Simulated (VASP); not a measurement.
# NbAs2 in VASP: single point with PBEsol

Aim: the single point of NbAs2 with PBEsol.

All numbers are computed with VASP 6.6.1; they aren't measurements. Logs are shortened: lines on timing, memory, paths and dates and some standing lists are left out, and cuts for length are marked.

## Step 1: The cell of the first run

The cell holds a slab with vacuum, 12 atoms: a = 3.361 Å, b = 4.960 Å, c = 28.163 Å, α = 90.00°, β = 90.00°, γ = 109.81°.

## Step 2: Single point, PBEsol

INCAR

```
ALGO = Fast ; DIPOL = 0.5 0.5 0.500
EDIFF = 1E-7 ; ENCUT = 520
GGA = PS ; IDIPOL = 3
ISIF = 2 ; ISMEAR = 0
ISYM = 0 ; LASPH = T
LCHARG = F ; LDIPOL = T
LREAL = F ; LWAVE = F
NBANDS = 58 ; NELM = 60
PREC = Accurate ; SIGMA = 0.1
```

KPOINTS

```
k-points
0
Gamma
  11 8 1
```

POSCAR

```
NbAs2
1.0
    3.3614136306      0.0000000000      0.0000000000
   -1.6807068153      4.6665806830      0.0000000000
    0.0000000000      0.0000000000     28.1627050363
As Nb
8 4
Direct
    0.0746752992      0.1493505985      0.2663096457
    0.7695803233      0.5391606466      0.3537270741
    0.0476396089      0.0952792178      0.4057778005
    0.7425446330      0.4850892659      0.4931952288
    0.4832852654      0.9665705307      0.5068047712
    0.1781902894      0.3563805788      0.5942221995
    0.4562495750      0.9124991501      0.6462729259
    0.1511545991      0.3023091982      0.7336903543
    0.4855068749      0.9710137498      0.3327077927
    0.3317130573      0.6634261147      0.4267970818
    0.8941168410      0.7882336820      0.5732029182
    0.7403230235      0.4806460469      0.6672922073
```

Potentials or basis: VASP PAW PBE potentials, release 64 (As, Nb_sv).

Launch:

```console
$ cat potpaw_PBE.64/As/POTCAR potpaw_PBE.64/Nb_sv/POTCAR > POTCAR
$ mpirun -np 1 vasp_std > vasp.out
```

OUTCAR:

```text
EDIFF = 1E-7
   ENCUT = 520
   GGA = PS
   ISIF = 2
   ISMEAR = 0
   ISYM = 0
   LASPH = T
   LREAL = F
   NELM = 60
   PREC = Accurate

 ion  position               nearest neighbor table
   1  0.075  0.149  0.266-   9 2.65   9 2.65
   2  0.770  0.539  0.354-   9 2.69   9 2.69   9 2.72  10 2.72  10 2.72
   3  0.048  0.095  0.406-  10 2.69  10 2.69  10 2.72   9 2.72   9 2.72
   4  0.743  0.485  0.493-   5 2.45  10 2.65  10 2.65  11 2.66   5 2.83   5 2.83
   5  0.483  0.967  0.507-   4 2.45  11 2.65  11 2.65  10 2.66   4 2.83   4 2.83
   6  0.178  0.356  0.594-  11 2.69  11 2.69  11 2.72  12 2.72  12 2.72
   7  0.456  0.912  0.646-  12 2.69  12 2.69  12 2.72  11 2.72  11 2.72
   8  0.151  0.302  0.734-  12 2.65  12 2.65
   9  0.486  0.971  0.333-   1 2.65   1 2.65   2 2.69   2 2.69   2 2.72   3 2.72   3 2.72  10 3.01

  10  0.332  0.663  0.427-   4 2.65   4 2.65   5 2.66   3 2.69   3 2.69   3 2.72   2 2.72   2 2.72
                             9 3.01
  11  0.894  0.788  0.573-   5 2.65   5 2.65   4 2.66   6 2.69   6 2.69   6 2.72   7 2.72   7 2.72
                            12 3.01
  12  0.740  0.481  0.667-   8 2.65   8 2.65   7 2.69   7 2.69   7 2.72   6 2.72   6 2.72  11 3.01

IMPORTANT INFORMATION: All symmetrisations will be switched off!
NOSYMM: (Re-)initialisation of all symmetry stuff for point group C_1.

----------------------------------------------------------------------------------------

                                     Primitive cell

  volume of cell :     441.7689

  direct lattice vectors                    reciprocal lattice vectors
     3.361413631  0.000000000  0.000000000     0.297493885  0.107144831  0.000000000
    -1.680706815  4.666580683  0.000000000     0.000000000  0.214289663  0.000000000
     0.000000000  0.000000000 28.162705036     0.000000000  0.000000000  0.035507953

  length of vectors
     3.361413631  4.960015188 28.162705036     0.316200295  0.214289663  0.035507953

  position of ions in fractional coordinates (direct lattice)
     0.074675299  0.149350598  0.266309646
     0.769580323  0.539160647  0.353727074
     0.047639609  0.095279218  0.405777800
     0.742544633  0.485089266  0.493195229
     0.483285265  0.966570531  0.506804771
     0.178190289  0.356380579  0.594222200
     0.456249575  0.912499150  0.646272926
     0.151154599  0.302309198  0.733690354
     0.485506875  0.971013750  0.332707793
     0.331713057  0.663426115  0.426797082
     0.894116841  0.788233682  0.573202918
     0.740323023  0.480646047  0.667292207

  ion indices of the primitive-cell ions
   primitive index   ion index
                 1           1
                 2           2
                 3           3
                 4           4
                 5           5
                 6           6
                 7           7
                 8           8
                 9           9
                10          10
                11          11
                12          12

----------------------------------------------------------------------------------------

 KPOINTS: k-points

Automatic generation of k-mesh.
 Grid dimensions read from file:
 generate k-points for:   11    8    1

 Generating k-lattice:

  Cartesian coordinates                     Fractional coordinates (reciprocal lattice)
     0.027044899  0.009740439  0.000000000     0.090909091 -0.000000000  0.000000000
     0.000000000  0.026786208  0.000000000     0.000000000  0.125000000  0.000000000
     0.000000000  0.000000000  0.035507953     0.000000000  0.000000000  1.000000000

  Length of vectors
     0.028745481  0.026786208  0.035507953

  Shift w.r.t. Gamma in fractional coordinates (k-lattice)
     0.000000000  0.000000000  0.000000000

 -----------------------------------------------------------------------------
|                                                                             |
|           W    W    AA    RRRRR   N    N  II  N    N   GGGG   !!!           |
|           W    W   A  A   R    R  NN   N  II  NN   N  G    G  !!!           |
|           W    W  A    A  R    R  N N  N  II  N N  N  G       !!!           |
|           W WW W  AAAAAA  RRRRR   N  N N  II  N  N N  G  GGG   !            |
|           WW  WW  A    A  R   R   N   NN  II  N   NN  G    G                |
|           W    W  A    A  R    R  N    N  II  N    N   GGGG   !!!           |
[... 14 lines left out ...]
 Subroutine IBZKPT returns following result:
 ===========================================

 Found     45 irreducible k-points:

 Following reciprocal coordinates:
            Coordinates               Weight
  0.000000  0.000000  0.000000      1.000000
  0.090909 -0.000000  0.000000      2.000000
  0.181818  0.000000  0.000000      2.000000
  0.272727 -0.000000  0.000000      2.000000
  0.363636 -0.000000  0.000000      2.000000
  0.454545 -0.000000  0.000000      2.000000
[... 16 lines left out ...]
  0.454545  0.250000  0.000000      2.000000
 -0.454545  0.250000  0.000000      2.000000
 [... further k-points ...]
   k-points           NKPTS =     45   k-points in BZ     NKDIM =     45   number of bands    NBANDS=     58
   number of dos      NEDOS =    301   number of ions     NIONS =     12
   total plane-waves  NPLWV = 235200
   dimension x,y,z NGX =    28 NGY =   40 NGZ =  210
   dimension x,y,z NGXF=    56 NGYF=   80 NGZF=  420
   ions per type =               8   4
   NGX,Y,Z   is equivalent  to a cutoff of  13.85, 13.41, 12.40 a.u.
   NGXF,Y,Z  is equivalent  to a cutoff of  27.70, 26.81, 24.79 a.u.
 SYSTEM =  unknown system
   PREC   = accura    normal or accurate (medium, high low for compatibility)
   ISTART =      0    job   : 0-new  1-cont  2-samecut
   ICHARG =      2    charge: 1-file 2-atom 10-const
   ISPIN  =      1    spin polarized calculation?
   LNONCOLLINEAR =      F non collinear calculations
   LSORBIT =      F    spin-orbit coupling
   LASPH  =      T    aspherical Exc in radial PAW
   ENCUT  =  520.0 eV  38.22 Ry    6.18 a.u.   6.25  9.22 52.36*2*pi/ulx,y,z
   NELM   =     60;   NELMIN=  2; NELMDL= -5     # of ELM steps
   EDIFF  = 0.1E-06   stopping-criterion for ELM
   LREAL  =      F    real-space projection
   EDIFFG = 0.1E-05   stopping-criterion for IOM
   NSW    =      0    number of steps for IOM
   IBRION =     -1    ionic relax: 0-MD 1-quasi-New 2-CG
   NFREE  =      0    steps in history (QN), initial steepest desc. (CG)
   ISIF   =      2    stress and relaxation
   ISYM   =      0    0-nonsym 1-usesym 2-fastsym
   POTIM  = 0.5000    time-step for ionic-motion
   TEBEG  =    0.0;   TEEND  =   0.0 temperature during run
   PSTRESS=    0.0 pullay stress
   NELECT =      92.0000    total number of electrons
   NUPDOWN=      -1.0000    fix difference up-down
   EMIN   =  10.00;   EMAX   =-10.00  energy-range for DOS
   EFERMI =   0.00;   METHOD = LEGACY
   ISMEAR =     0;   SIGMA  =   0.10  broadening in eV -4-tet -1-fermi 0-gaus
   EFERMI_NEDOS =   21; number of points for ismear=-14 and -15
   IALGO  =     68    algorithm
   IMIX   =      4    mixing-type and parameters
     AMIX     =   0.40;   BMIX     =  1.00
     AMIX_MAG =   1.60;   BMIX_MAG =  1.00
  volume/ion in A,a.u.               =      36.81       248.43
  Fermi-wavevector in a.u.,A,eV,Ry     =   0.970374  1.833741 12.811591  0.941625
  Thomas-Fermi vector in A             =   2.100504
   LORBIT       =      0    0 simple, 1 ext, 2 COOP (PROOUT), +10 PAW based schemes
   GGA     = PS    functional components
   LHFCALC =     F    Hartree Fock is set to
   AEXX    =    0.0000 exact exchange contribution
   IVDW    =     0    specifies the selected vdW correction
   LEPSILON=     F    determine dielectric tensor
   LRPA    =     F    only Hartree local field effects (RPA)
 non-spin polarized calculation
 RMM-DIIS sequential band-by-band and
 Gauss-broadening in eV      SIGMA  =   0.10
  energy-cutoff  :      520.00
  volume of cell :      441.77
 maximum number of plane-waves:     11931
 NGX is ok and might be reduce to    28
   NGX = 13   NGY = 19   NGZ =105

 dipolmoment           0.000000      0.000000      0.000113 electrons x Angstroem

 number of electron      91.9999999 magnetization

 dipolmoment           0.000000      0.000000     -0.000003 electrons x Angstroem

 Free energy of the ion-electron system (eV)
  ---------------------------------------------------
  ext. energy  EPLUGINS =         0.00000000
  ---------------------------------------------------
  free energy    TOTEN  =       -87.94653902 eV

  energy without entropy =      -87.89769160  energy(sigma->0) =      -87.92211531

 E-fermi :   1.0011     XC(G=0):  -6.3414

 val. band max:        0.9997705547   @ k =   0.0000   0.1250   0.0000
 cond. band min:       1.0014772852   @ k =   0.0000   0.3750   0.0000
 fundamental gap:      0.0017067305
 Fermi energy:         1.0011242738

 k-point     1 :       0.0000    0.0000    0.0000
  band No.  band energies     occupation
      1     -53.6674      2.00000
      2     -53.6673      2.00000
      3     -53.5962      2.00000
      4     -53.5957      2.00000
      5     -29.9224      2.00000
      6     -29.9157      2.00000
[... 1453 lines left out ...]
     57       4.4918      0.00000
     58       4.7063      0.00000

 [... further k-points ...]

------------------------ aborting loop because EDIFF is reached ----------------------------------------

 vacuum level on the upper side and lower side of the slab       (xc-potential included)        -0.094        -0.095

  FORCE on cell =-STRESS in cart. coord.  units (eV):
  Direction    XX          YY          ZZ          XY          YZ          ZX
  --------------------------------------------------------------------------------------
  -------------------------------------------------------------------------------------
  Total       -9.0103836     -3.1548387     -1.7470541      0.0053843      0.2491523     -0.0102997
  in kB      -32.6782476    -11.4417548     -6.3360971      0.0195274      0.9036085     -0.0373542
  external PRESSURE =     -16.8186999 kB  Pullay stress =       0.0000000 kB

 VOLUME and BASIS-vectors are now :
 -----------------------------------------------------------------------------
  energy-cutoff  :      520.00
  volume of cell :      441.77
      direct lattice vectors                 reciprocal lattice vectors
     3.361413631  0.000000000  0.000000000     0.297493885  0.107144831  0.000000000
    -1.680706815  4.666580683  0.000000000     0.000000000  0.214289663  0.000000000
     0.000000000  0.000000000 28.162705036     0.000000000  0.000000000  0.035507953

 POSITION                                       TOTAL-FORCE (eV/Angst)
 -----------------------------------------------------------------------------------
     -0.00000      0.69696      7.50000        -0.000479     -0.006762      0.627759
      1.68071      2.51604      9.96191        -0.000726     -0.212813     -0.120913
      0.00000      0.44463     11.42780         0.000377      0.092387     -0.012533
      1.68071      2.26371     13.88971        -0.001173      0.022511     -0.002262
      0.00000      4.51058     14.27299         0.001132     -0.022551      0.002367
      0.00000      1.66308     16.73490        -0.000333     -0.092487      0.012685
     -0.00000      4.25825     18.20079         0.000692      0.212768      0.121047
      0.00000      1.41075     20.66271         0.000462      0.006691     -0.627631
     -0.00000      4.53131      9.36995         0.002852      0.089381     -0.595964
     -0.00000      3.09593     12.01976        -0.001397      0.064417      0.028169
      1.68071      3.67836     16.14294         0.001386     -0.064535     -0.028506
      1.68071      2.24297     18.79275        -0.002791     -0.089007      0.595782
 -----------------------------------------------------------------------------------
    total drift:                                0.000022      0.000463     -0.001027

  FREE ENERGIE OF THE ION-ELECTRON SYSTEM (eV)
  ---------------------------------------------------
  free  energy   TOTEN  =       -87.9465390223 eV

  energy  without entropy=      -87.8976916026  energy(sigma->0) =      -87.92211531

 vacuum level on the upper side and lower side of the slab         6.507         6.506
```

Run time: 1.9 h. Hardware: 1 thread of Oxide Virtual Turin-like, shared host; peak memory 1 GiB.

What came out:

| Item | Value |
| --- | --- |
| Free energy | -87.9465 eV |
| Largest force | 0.628 eV/Å |
| Band gap on the k mesh | zero (bands 46 and 47 overlap by 0.72 eV) |

Forces in eV/Å, atoms in the order of the input:
```
As   0.000 -0.007  0.628
As  -0.001 -0.213 -0.121
As   0.000  0.092 -0.013
As  -0.001  0.023 -0.002
As   0.001 -0.023  0.002
As   0.000 -0.092  0.013
As   0.001  0.213  0.121
As   0.000  0.007 -0.628
Nb   0.003  0.089 -0.596
Nb  -0.001  0.064  0.028
Nb   0.001 -0.065 -0.029
Nb  -0.003 -0.089  0.596
```

Caveat: the PAW data sets were made with another functional, which shifts forces and pressure a little.
